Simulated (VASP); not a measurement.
# Rb (P2_13) in VASP: single point with PBEsol

Aim: the single point of Rb with PBEsol.

All numbers are computed with VASP 6.6.1; they aren't measurements. Logs are shortened: lines on timing, memory, paths and dates and some standing lists are left out, and cuts for length are marked.

## 1. The cell of the first run

It takes space group P2_13 (No. 198, cubic). Conventional cell: a = 6.154 Å, b = 6.154 Å, c = 6.154 Å, α = 90.00°, β = 90.00°, γ = 90.00°. Within 4.9 Å of Rb (site symmetry 3) lie 6 Rb at 3.77 Å.

## 2. Single point, PBEsol (Li replaced by Rb, lengths x 1.431, strained)

Input file INCAR:

```
SYSTEM = Rb
  ALGO = Normal
  EDIFF = 1E-7
  ENCUT = 520
  GGA = PS
  ISIF = 2
  ISMEAR = 0
  LASPH = .TRUE.
  LCHARG = .FALSE.
  LREAL = .FALSE.
  LWAVE = .FALSE.
  NBANDS = 26
  NELM = 100
  PREC = Accurate
  SIGMA = 0.1
```

Input file KPOINTS:

```
k-points
0
G
  4 4 4
  0 0 0
```

Input file POSCAR:

```
Rb
1.0
    6.1536169443      0.0000000000      0.0000000000
    0.0000000000      6.1536169443      0.0000000000
    0.0000000000      0.0000000000      6.1536169443
Rb
4
Direct
    0.8745680000      0.1254320000      0.6254320000
    0.3745680000      0.3745680000      0.3745680000
    0.1254320000      0.6254320000      0.8745680000
    0.6254320000      0.8745680000      0.1254320000
```

Potentials or basis: VASP PAW PBE potentials, release 64 (Rb_sv).

Run with:

```bash
> cat potpaw_PBE.64/Rb_sv/POTCAR > POTCAR
> mpirun -np 1 vasp_std > vasp.out
```

OUTCAR:

```text
SYSTEM = Rb
   EDIFF = 1E-7
   ENCUT = 520
   GGA = PS
   ISIF = 2
   ISMEAR = 0
   LASPH = .TRUE.
   LREAL = .FALSE.
   NELM = 100
   PREC = Accurate

 ion  position               nearest neighbor table
   1  0.875  0.125  0.625-   2 3.77   3 3.77   4 3.77   4 3.77   3 3.77   2 3.77   4 5.75   4 5.75
                             2 5.75   2 5.75   3 5.75   3 5.75   3 5.76   3 5.76   4 5.76   2 5.76
   2  0.375  0.375  0.375-   1 3.77   3 3.77   4 3.77   3 3.77   4 3.77   1 3.77   3 5.75   3 5.75
                             1 5.75   4 5.75   1 5.75   4 5.75   4 5.76   1 5.76   3 5.76   4 5.76
   3  0.125  0.625  0.875-   1 3.77   2 3.77   4 3.77   2 3.77   1 3.77   4 3.77   2 5.75   2 5.75
                             4 5.75   1 5.75   1 5.75   4 5.75   4 5.76   2 5.76   1 5.76   2 5.76
   4  0.625  0.875  0.125-   1 3.77   2 3.77   3 3.77   1 3.77   2 3.77   3 3.77   1 5.75   1 5.75
                             3 5.75   2 5.75   3 5.75   2 5.75   2 5.76   3 5.76   2 5.76   1 5.76

  LATTYP: Found a simple cubic cell.
 ALAT       =     6.1536169443

  Lattice vectors:

 A1 = (   6.1536169443,   0.0000000000,   0.0000000000)
 A2 = (   0.0000000000,   6.1536169443,   0.0000000000)
 A3 = (   0.0000000000,   0.0000000000,   6.1536169443)

Analysis of symmetry for initial positions (statically):
=====================================================================
 Subroutine PRICEL returns:
 Original cell was already a primitive cell.

 Routine SETGRP: Setting up the symmetry group for a
 simple cubic supercell.

 Subroutine GETGRP returns: Found 12 space group operations
 (whereof  3 operations were pure point group operations)
 out of a pool of 48 trial point group operations.

The static configuration has the point symmetry C_3 .
 The point group associated with its full space group is T   .

Analysis of symmetry for dynamics (positions and initial velocities):
=====================================================================
 Subroutine PRICEL returns:
 Original cell was already a primitive cell.

 Routine SETGRP: Setting up the symmetry group for a
 simple cubic supercell.

 Subroutine GETGRP returns: Found 12 space group operations
 (whereof  3 operations were pure point group operations)
 out of a pool of 48 trial point group operations.

The dynamic configuration has the point symmetry C_3 .
 The point group associated with its full space group is T   .

 Subroutine INISYM returns: Found 12 space group operations
 (whereof  3 operations are pure point group operations),
 and found     1 'primitive' translations

----------------------------------------------------------------------------------------

                                     Primitive cell

  volume of cell :     233.0190

  direct lattice vectors                    reciprocal lattice vectors
     6.153616944  0.000000000  0.000000000     0.162506053  0.000000000  0.000000000
     0.000000000  6.153616944  0.000000000     0.000000000  0.162506053  0.000000000
     0.000000000  0.000000000  6.153616944     0.000000000  0.000000000  0.162506053

  length of vectors
     6.153616944  6.153616944  6.153616944     0.162506053  0.162506053  0.162506053

  position of ions in fractional coordinates (direct lattice)
     0.874568000  0.125432000  0.625432000
     0.374568000  0.374568000  0.374568000
     0.125432000  0.625432000  0.874568000
     0.625432000  0.874568000  0.125432000

  ion indices of the primitive-cell ions
   primitive index   ion index
                 1           1
                 2           2
                 3           3
                 4           4

----------------------------------------------------------------------------------------

 KPOINTS: k-points

Automatic generation of k-mesh.
 Grid dimensions read from file:
 generate k-points for:    4    4    4

 Generating k-lattice:

  Cartesian coordinates                     Fractional coordinates (reciprocal lattice)
     0.040626513  0.000000000  0.000000000     0.250000000  0.000000000  0.000000000
     0.000000000  0.040626513  0.000000000     0.000000000  0.250000000  0.000000000
     0.000000000  0.000000000  0.040626513     0.000000000  0.000000000  0.250000000

  Length of vectors
     0.040626513  0.040626513  0.040626513

  Shift w.r.t. Gamma in fractional coordinates (k-lattice)
     0.000000000  0.000000000  0.000000000

 Subroutine IBZKPT returns following result:
 ===========================================

 Found     11 irreducible k-points:

 Following reciprocal coordinates:
            Coordinates               Weight
  0.000000  0.000000  0.000000      1.000000
  0.250000  0.000000  0.000000      6.000000
  0.500000  0.000000  0.000000      3.000000
  0.250000  0.250000  0.000000     12.000000
  0.500000  0.250000  0.000000      6.000000
 -0.250000  0.500000  0.000000      6.000000
  0.500000  0.500000  0.000000      3.000000
  0.250000  0.250000  0.250000      8.000000
  0.500000  0.250000  0.250000     12.000000
  0.500000  0.500000  0.250000      6.000000
  0.500000  0.500000  0.500000      1.000000
   k-points           NKPTS =     11   k-points in BZ     NKDIM =     11   number of bands    NBANDS=     26
   number of dos      NEDOS =    301   number of ions     NIONS =      4
   total plane-waves  NPLWV = 110592
   dimension x,y,z NGX =    48 NGY =   48 NGZ =   48
   dimension x,y,z NGXF=    96 NGYF=   96 NGZF=   96
   ions per type =               4
   NGX,Y,Z   is equivalent  to a cutoff of  12.97, 12.97, 12.97 a.u.
   NGXF,Y,Z  is equivalent  to a cutoff of  25.94, 25.94, 25.94 a.u.
 SYSTEM =  Rb
   PREC   = accura    normal or accurate (medium, high low for compatibility)
   ISTART =      0    job   : 0-new  1-cont  2-samecut
   ICHARG =      2    charge: 1-file 2-atom 10-const
   ISPIN  =      1    spin polarized calculation?
   LNONCOLLINEAR =      F non collinear calculations
   LSORBIT =      F    spin-orbit coupling
   LASPH  =      T    aspherical Exc in radial PAW
   ENCUT  =  520.0 eV  38.22 Ry    6.18 a.u.  11.44 11.44 11.44*2*pi/ulx,y,z
   NELM   =    100;   NELMIN=  2; NELMDL= -5     # of ELM steps
   EDIFF  = 0.1E-06   stopping-criterion for ELM
   LREAL  =      F    real-space projection
   EDIFFG = 0.1E-05   stopping-criterion for IOM
   NSW    =      0    number of steps for IOM
   IBRION =     -1    ionic relax: 0-MD 1-quasi-New 2-CG
   NFREE  =      0    steps in history (QN), initial steepest desc. (CG)
   ISIF   =      2    stress and relaxation
   ISYM   =      2    0-nonsym 1-usesym 2-fastsym
   POTIM  = 0.5000    time-step for ionic-motion
   TEBEG  =    0.0;   TEEND  =   0.0 temperature during run
   PSTRESS=    0.0 pullay stress
   NELECT =      36.0000    total number of electrons
   NUPDOWN=      -1.0000    fix difference up-down
   EMIN   =  10.00;   EMAX   =-10.00  energy-range for DOS
   EFERMI =   0.00;   METHOD = LEGACY
   ISMEAR =     0;   SIGMA  =   0.10  broadening in eV -4-tet -1-fermi 0-gaus
   EFERMI_NEDOS =   21; number of points for ismear=-14 and -15
   IALGO  =     38    algorithm
   IMIX   =      4    mixing-type and parameters
     AMIX     =   0.40;   BMIX     =  1.00
     AMIX_MAG =   1.60;   BMIX_MAG =  1.00
  volume/ion in A,a.u.               =      58.25       393.12
  Fermi-wavevector in a.u.,A,eV,Ry     =   0.878440  1.660010 10.499017  0.771656
  Thomas-Fermi vector in A             =   1.998526
   LORBIT       =      0    0 simple, 1 ext, 2 COOP (PROOUT), +10 PAW based schemes
   GGA     = PS    functional components
   LHFCALC =     F    Hartree Fock is set to
   AEXX    =    0.0000 exact exchange contribution
   IVDW    =     0    specifies the selected vdW correction
   LEPSILON=     F    determine dielectric tensor
   LRPA    =     F    only Hartree local field effects (RPA)
 non-spin polarized calculation
 Gauss-broadening in eV      SIGMA  =   0.10
  energy-cutoff  :      520.00
  volume of cell :      233.02
 maximum number of plane-waves:      6302
 NGX is ok and might be reduce to    48
   NGX = 23   NGY = 23   NGZ = 23

 number of electron      35.9999999 magnetization

 Free energy of the ion-electron system (eV)
  ---------------------------------------------------
  ext. energy  EPLUGINS =         0.00000000
  ---------------------------------------------------
  free energy    TOTEN  =        -2.40773002 eV

  energy without entropy =       -2.37272301  energy(sigma->0) =       -2.39022651

 E-fermi :   1.2518     XC(G=0):  -6.7630

 val. band max:        1.2144902173   @ k =   0.5000   0.5000   0.2500
 cond. band min:       1.2725141688   @ k =   0.2500   0.2500   0.0000
 fundamental gap:      0.0580239515
 Fermi energy:         1.2517745499

 k-point     1 :       0.0000    0.0000    0.0000
  band No.  band energies     occupation
      1     -28.0202      2.00000
      2     -27.9143      2.00000
      3     -27.9143      2.00000
      4     -27.9143      2.00000
      5     -12.3815      2.00000
      6     -12.3815      2.00000
[... 18 lines left out ...]
     25       3.7946      0.00000
     26       3.8391      0.00000

 k-point     2 :       0.2500    0.0000    0.0000
  band No.  band energies     occupation
      1     -28.0085      2.00000
      2     -27.9424      2.00000
      3     -27.9106      2.00000
      4     -27.9017      2.00000
      5     -12.4713      2.00000
      6     -12.4253      2.00000
[... 18 lines left out ...]
     25       3.8728      0.00000
     26       3.9317      0.00000

 k-point     3 :       0.5000    0.0000    0.0000
  band No.  band energies     occupation
      1     -27.9783      2.00000
      2     -27.9783      2.00000
      3     -27.9033      2.00000
      4     -27.9033      2.00000
      5     -12.4812      2.00000
      6     -12.4812      2.00000
[... 195 lines left out ...]
 k-point    10 :       0.5000    0.5000    0.2500
  band No.  band energies     occupation
      1     -27.9595      2.00000
      2     -27.9595      2.00000
      3     -27.9223      2.00000
      4     -27.9223      2.00000
      5     -12.4691      2.00000
      6     -12.4691      2.00000
[... 18 lines left out ...]
     25       3.9855      0.00000
     26       3.9855      0.00000

 k-point    11 :       0.5000    0.5000    0.5000
  band No.  band energies     occupation
      1     -27.9409      2.00000
      2     -27.9409      2.00000
      3     -27.9409      2.00000
      4     -27.9409      2.00000
      5     -12.4357      2.00000
      6     -12.4357      2.00000
[... 18 lines left out ...]
     25       4.2914      0.00000
     26       4.3002      0.00000

------------------------ aborting loop because EDIFF is reached ----------------------------------------

  FORCE on cell =-STRESS in cart. coord.  units (eV):
  Direction    XX          YY          ZZ          XY          YZ          ZX
  --------------------------------------------------------------------------------------
  -------------------------------------------------------------------------------------
  Total        4.0433810      4.0433810      4.0433810      0.0000000      0.0000000      0.0000000
  in kB       27.8012209     27.8012209     27.8012209      0.0000000      0.0000000      0.0000000
  external PRESSURE =      27.8012209 kB  Pullay stress =       0.0000000 kB

 VOLUME and BASIS-vectors are now :
 -----------------------------------------------------------------------------
  energy-cutoff  :      520.00
  volume of cell :      233.02
      direct lattice vectors                 reciprocal lattice vectors
     6.153616944  0.000000000  0.000000000     0.162506053  0.000000000  0.000000000
     0.000000000  6.153616944  0.000000000     0.000000000  0.162506053  0.000000000
     0.000000000  0.000000000  6.153616944     0.000000000  0.000000000  0.162506053

 POSITION                                       TOTAL-FORCE (eV/Angst)
 -----------------------------------------------------------------------------------
      5.38176      0.77186      3.84867        -0.002091      0.002091      0.002091
      2.30495      2.30495      2.30495        -0.002091     -0.002091     -0.002091
      0.77186      3.84867      5.38176         0.002091      0.002091     -0.002091
      3.84867      5.38176      0.77186         0.002091     -0.002091      0.002091
 -----------------------------------------------------------------------------------
    total drift:                                0.000000      0.000000     -0.000000

  FREE ENERGIE OF THE ION-ELECTRON SYSTEM (eV)
  ---------------------------------------------------
  free  energy   TOTEN  =        -2.4077300187 eV

  energy  without entropy=       -2.3727230090  energy(sigma->0) =       -2.39022651
```

It took 34 s on 1 thread of AMD EPYC 9R45 (Zen 5), shared host; peak memory 0.29 GiB.

Results:

```
Free energy            : -2.4077 eV
Pressure               : 2.8 GPa
Largest force          : 0.004 eV/Å
Band gap on the k mesh : zero (band 18 reaches 1.89 eV, above the bottom of band 19 at 1.08 eV)
```

Forces on the atoms (eV/Å):
```
Rb  -0.002  0.002  0.002
Rb  -0.002 -0.002 -0.002
Rb   0.002  0.002 -0.002
Rb   0.002 -0.002  0.002
```

Caveat: the cell differs from its parent crystal (Li replaced by Rb, lengths x 1.431, strained); the PAW data sets were made with another functional, which shifts forces and pressure a little.
